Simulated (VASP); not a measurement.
Input of a VASP 6.6.1 run:

INCAR

```
  AGGAC = 1.0
  AGGAX = 1.0
  ALDAC = 0.0
  ALDAX = 1.0
  ALGO = Normal
  EDIFF = 1E-7
  ENCUT = 520
  GGA = B5
  ISIF = 2
  ISMEAR = -1
  IVDW = 12
  LASPH = True
  LCHARG = True
  LELF = True
  LREAL = False
  LVHAR = True
  LWAVE = False
  NBANDS = 49
  NELM = 60
  PREC = Accurate
  SIGMA = 0.05
  VDW_A1 = 0.4298
  VDW_A2 = 4.2359
  VDW_S6 = 1.0
  VDW_S8 = 2.6996
```

Contents of KPOINTS:

```
k-points
0
Gamma
  10 10 1
```

The input POSCAR:

```
WS2
1.0
    3.1810259606      0.0000000000      0.0000000000
   -1.5905129803      2.7548492919      0.0000000000
    0.0000000000      0.0000000000     18.2853887227
W S
3 6
Direct
    0.6666666667      0.3333333333      0.3360635566
    0.6666666667      0.3333333333      0.9833880057
    0.0000000000      0.0000000000      0.6597264391
    0.6666666667      0.3333333333      0.5734772297
    0.0000000000      0.0000000000      0.2496782803
    0.0000000000      0.0000000000      0.8971021869
    0.6666666667      0.3333333333      0.7459755162
    0.0000000000      0.0000000000      0.4223495586
    0.0000000000      0.0000000000      1.0697732170
```

Potentials or basis: VASP PAW PBE potentials, release 64 (W_sv, S).

Command:

```sh
$ cat potpaw_PBE.64/W_sv/POTCAR potpaw_PBE.64/S/POTCAR > POTCAR
$ mpirun -np 1 vasp_std > vasp.out
```

(1) Predict the dispersion energy per atom.

(2) What does it give for the band gap on the k mesh?

(3) Predict the pressure.

(4) Predict the largest force.

Answers

(1) -0.955 eV.

(2) 1.00 eV, indirect (least direct gap 2.10 eV).

(3) 0.3 GPa.

(4) 0.041 eV/Å.

Caveat: the PAW data sets were made with another functional, which shifts forces and pressure a little; spin-orbit coupling is left out, which moves the levels of the heavy elements.
